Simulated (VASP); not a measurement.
The system is Rb2ClF.

```
F Cl Rb
1.0
     2.07877    1.20018    6.78924
    -2.07877    1.20018    6.78924
     0.00000   -2.40036    6.78924
F Cl Rb
1 1 2
Direct
  0.00000 0.00000 0.00000
  0.50000 0.50000 0.50000
  0.25000 0.25000 0.25000
  0.75000 0.75000 0.75000
```

```yaml
Program: VASP 6.6.1
Task: relaxation of cell and atoms
Functional: PBE
Potentials_or_basis: VASP PAW PBE potentials, release 64 (F, Cl, Rb_sv)
Cutoff: 600 eV
k_mesh: 6 × 6 × 6
Occupations: fermi-dirac, width 0.02 eV
Spin: no spin polarisation
```

At the start: pressure 6.7 GPa; volume 25.41 Å³/atom.

Question: How do energy, volume and symmetry change on relaxing?

Answer: Over 11 steps the energy falls by 159.9 meV/atom and the volume is 30.00 Å³/atom (+18.1 %); space group R-3m (No. 166, to 0.1 Å) before and after.

The path:
| step | energy change (eV) | largest force (eV/Å) | pressure (GPa) | volume (Å³) |
| --- | --- | --- | --- | --- |
| 1 | 0.0000 | 1.5213 | 6.66 | 101.63 |
| 2 | -0.5139 | 0.6792 | 1.07 | 117.97 |
| 3 | -0.5639 | 0.3457 | -0.82 | 129.15 |
| 4 | -0.5665 | 0.3987 | -0.55 | 127.04 |
| 5 | -0.5664 | 0.4127 | -0.46 | 126.49 |
| 6 | -0.5885 | 0.3549 | -0.37 | 125.08 |
| 7 | -0.6315 | 0.1624 | -0.02 | 120.90 |
| 8 | -0.5852 | 0.3319 | 1.16 | 112.79 |
| 9 | -0.6381 | 0.0624 | 0.21 | 118.92 |
| 10 | -0.6382 | 0.0412 | 0.25 | 118.55 |
| 11 | -0.6397 | 0.0019 | 0.00 | 119.99 |

Final structure:
```
F Cl Rb
1.0
     2.18250    1.26006    7.27189
    -2.18250    1.26006    7.27189
     0.00000   -2.52013    7.27189
F Cl Rb
1 1 2
Direct
  0.00000 0.00000 0.00000
  0.50000 0.50000 0.50000
  0.26175 0.26175 0.26175
  0.73825 0.73825 0.73825
```

Caveat: the volume moved by over 15 % at a fixed basis, so the end points are rough.
